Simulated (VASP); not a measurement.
Write the native input for VASP 6.6.1 that does the following.

```yaml
Task: single point
Functional: PBE
Potentials_or_basis: VASP PAW PBE potentials, release 64 (Li_sv)
Cutoff: 520 eV
k_mesh: 6 × 6 × 1
Occupations: gaussian, width 0.1 eV
Spin: no spin polarisation
Dipole_correction: yes
Further_INCAR_settings: ALGO = Normal; EDIFF = 1e-06; NBANDS = 10
```

The structure of Li lies in POSCAR:

```
Li
1.0
    3.6189360000      0.0000000000      0.0000000000
   -1.8094680000      3.1340910000      0.0000000000
    0.0000000000      0.0000000000     15.0000000000
Li
2
Direct
    0.6666666700      0.3333333300      0.4996770900
    0.3333333300      0.6666666700      0.5003229100
```

These files were run (other wordings do the same):

INCAR

```
SYSTEM = Li
PREC = Accurate
ENCUT = 520
EDIFF = 1E-6
ISMEAR = 0
SIGMA = 0.1
LREAL = .False.
LASPH = .True.
NELM = 80
ALGO = Normal
ISIF = 2
LWAVE = .False.
LCHARG = .False.
LDIPOL = .True.
IDIPOL = 3
DIPOL = 0.5 0.5 0.500
GGA = PE
NBANDS = 10
```

KPOINTS

```
regular mesh
0
Gamma
  6 6 1
  0 0 0
```

Potentials or basis: VASP PAW PBE potentials, release 64 (Li_sv).

Launch:

```sh
$ cat potpaw_PBE.64/Li_sv/POTCAR > POTCAR
$ mpirun -np 1 vasp_std > vasp.out
```

It gave:

```
Largest force          : 0.024 eV/Å
Band gap on the k mesh : zero (band 3 reaches -2.64 eV, above the bottom of band 4 at -2.82 eV)
```

Wall time 24 s on 1 thread of Intel Xeon 8259CL (shared host), peak memory 0.25 GiB.
